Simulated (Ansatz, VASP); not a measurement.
## One calculation of PbSe, two programs

Contents of INCAR:

```
SYSTEM = PbSe
  PREC = Accurate
  ENCUT = 520
  EDIFF = 1E-7
  ISMEAR = -1
  SIGMA = 0.03
  LREAL = .FALSE.
  LASPH = .TRUE.
  NELM = 100
  ALGO = Normal
  ISIF = 2
  LWAVE = .FALSE.
  LCHARG = .FALSE.
  GGA = PE
  NBANDS = 17
```

KPOINTS

```
Automatic mesh
0
G
  10 10 10
  0 0 0
```

File POSCAR:

```
PbSe
1.0
   -0.0310796127      3.1079612690      3.1079612690
    3.1079612690     -0.0310796127      3.1079612690
    3.0768816563      3.0768816563      0.0000000000
Pb Se
1 1
Direct
    0.0000000000      0.0000000000      0.0000000000
    0.5000000000      0.5000000000      0.5000000000
```

Input for Ansatz:

```yaml
crystal:
  lattice:
    - [-0.0310796127, 3.107961269, 3.107961269]
    - [3.107961269, -0.0310796127, 3.107961269]
    - [3.0768816563, 3.0768816563, 0.0]
  atoms:
    - { symbol: Pb, position: [0.0, 0.0, 0.0] }
    - { symbol: Se, position: [0.5, 0.5, 0.5] }
kpoints:
  mp_grid: { grid: [10, 10, 10] }
scf:
  occupations: { method: fermi_dirac, width: 0.03 }
hamiltonian:
  xc: pbe
  pseudopotentials: { kind: all_electron, lapw: { basis_error: 0.0005 } }
output:
  forces: true
  stress: true
  eigenvalues: true
```

Change from the starting cell: xy shear strain of -2 %.

Alike in both runs: task single point; functional PBE; k mesh 10 × 10 × 10; occupations fermi-dirac, width 0.03 eV; no spin polarisation.

|  | VASP | Ansatz |
| --- | --- | --- |
| version | VASP 6.6.1 | Ansatz 0.2.0 |
| potentials or method | VASP PAW PBE potentials, release 64 (Pb_d, Se), cutoff 520 eV | all-electron LAPW, scalar-relativistic |

|  | VASP | Ansatz | Ansatz less VASP |
| --- | --- | --- | --- |
| pressure (GPa) | 0.0 | 0.0 | +0.02 |
| traceless stress, the component that is largest in VASP (GPa) | 0.35 | 0.35 | -0.001 |

Ansatz ran all-electron here, and VASP with PAW potentials.

Neither program's run includes spin-orbit coupling.
